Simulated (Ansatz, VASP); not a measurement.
# AlN in VASP and in Ansatz

Contents of POSCAR:

```
AlN
1.0
    0.0000000000      2.0263054941      2.0263054941
    2.0263054941      0.0000000000      2.0263054941
    2.0263054941      2.0263054941      0.0000000000
Al N
1 1
Direct
    0.0000000000      0.0000000000      0.0000000000
    0.5000000000      0.5000000000      0.5000000000
```

File INCAR.step1:

```
SYSTEM = AlN
ALGO     = Normal         ! electronic algorithm
EDIFF    = 1E-4           ! SCF threshold, eV
ENCUT    = 520            ! plane-wave cutoff, eV
GGA      = PE             ! functional
ISMEAR   = 0              ! smearing method
LASPH    = .TRUE.         ! aspherical terms in the spheres
LCHARG   = .FALSE.        ! write CHGCAR
LREAL    = .FALSE.        ! projectors in reciprocal space
LWAVE    = .TRUE.         ! write WAVECAR
NBANDS   = 11             ! bands
NELM     = 80             ! most SCF steps
PREC     = Accurate       ! precision mode
SIGMA    = 0.05           ! smearing width, eV
```

File INCAR.step2:

```
SYSTEM = AlN
ALGO     = Normal         ! electronic algorithm
EDIFF    = 1E-7           ! SCF threshold, eV
ENCUT    = 520            ! plane-wave cutoff, eV
ISIF     = 2              ! what is computed and relaxed
ISMEAR   = 0              ! smearing method
ISTART   = 1            
IVDW     = 13             ! dispersion correction
LASPH    = .TRUE.         ! aspherical terms in the spheres
LCHARG   = .FALSE.        ! write CHGCAR
LMIXTAU  = .TRUE.       
LREAL    = .FALSE.        ! projectors in reciprocal space
LWAVE    = .FALSE.        ! write WAVECAR
METAGGA  = R2SCAN         ! meta-GGA
NBANDS   = 11             ! bands
NELM     = 80             ! most SCF steps
PREC     = Accurate       ! precision mode
SIGMA    = 0.05           ! smearing width, eV
VDW_A1   = 0.51559235   
VDW_A2   = 5.77342911   
VDW_S6   = 1.0          
VDW_S8   = 0.6018749
```

The input KPOINTS:

```
k-points
0
G
  10 10 10
  0 0 0
```

Input for Ansatz:

```yaml
crystal:
  lattice:
    - [0.0, 2.0263054941, 2.0263054941]
    - [2.0263054941, 0.0, 2.0263054941]
    - [2.0263054941, 2.0263054941, 0.0]
  atoms:
    - { symbol: Al, position: [0.0, 0.0, 0.0] }
    - { symbol: "N", position: [0.5, 0.5, 0.5] }
basis:
  ecutwfc: 500
  ecutrho_ratio: 4
kpoints:
  mp_grid: { grid: [10, 10, 10] }
hamiltonian:
  xc: r2scan
  dispersion: d4
scf:
  occupations: { method: gaussian, width: 0.05 }
output:
  forces: true
  stress: true
  eigenvalues: true
```

Alike in both runs: task single point; functional r2SCAN; dispersion D4; k mesh 10 × 10 × 10; occupations gaussian, width 0.05 eV; no spin polarisation.

|  | VASP | Ansatz |
| --- | --- | --- |
| version | VASP 6.6.1 | Ansatz 0.2.0 |
| potentials or method | VASP PAW PBE potentials, release 64 (Al, N), cutoff 520 eV | scalar-relativistic, plane waves, PAW |
| valence electrons in the cell | 8 | 8 |

|  | VASP | Ansatz | Ansatz less VASP |
| --- | --- | --- | --- |
| gap on the k mesh at the Fermi level (eV) | 5.41 | 5.41 | -0.005 |
| least direct gap on the mesh (eV) | 6.41 | 6.37 | -0.048 |
| pressure (GPa) | -6.2 | -5.4 | +0.80 |

VASP's potentials were made for PBE, not for r2SCAN.
